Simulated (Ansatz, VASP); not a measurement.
Ta2NbN3 in VASP and in Ansatz

```
Ta Nb N
1.0
     5.22000    0.00000    0.00000
    -2.61000    4.52065    0.00000
     0.00000    0.00000    2.93000
Ta Nb N
2 1 3
Direct
  0.33333 0.66667 0.50000
  0.66667 0.33333 0.50000
  0.00000 0.00000 0.00000
  0.39200 0.00000 0.00000
  0.00000 0.39200 0.00000
  0.60800 0.60800 0.00000
```

Alike in both runs: task relaxation of cell and atoms; functional PBE; k mesh 3 × 3 × 4; occupations gaussian, width 0.15 eV; no spin polarisation.

|  | VASP | Ansatz |
| --- | --- | --- |
| version | VASP 6.6.1 | Ansatz 0.2.0 |
| potentials or method | VASP PAW PBE potentials, release 64 (Ta_pv, Nb_sv, N), cutoff 600 eV | scalar-relativistic, plane waves, PAW |
| valence electrons in the cell | 50 | 54 |

Ansatz gave:

| Property | Result |
| --- | --- |
| gap on the k mesh at the Fermi level, each at its own relaxed structure (eV) | none |
| relaxed volume (Å³/atom) | 11.52 |
| relaxed cell length with the largest relative difference (Å) | 5.218 |

**Question.** Estimate VASP's values.

**Answer.** gap on the k mesh at the Fermi level, each at its own relaxed structure (eV): none; relaxed volume (Å³/atom): 11.58; relaxed cell length with the largest relative difference (Å): 5.228.

A gap of «none» marks a metal or a gap that the smearing closes. VASP's potentials hold 50 valence electrons a cell and Ansatz's 54, so a difference there can come from the potentials and not from the codes.

The k mesh is coarse, so the values compare programs but aren't converged. Neither program's run includes spin-orbit coupling.
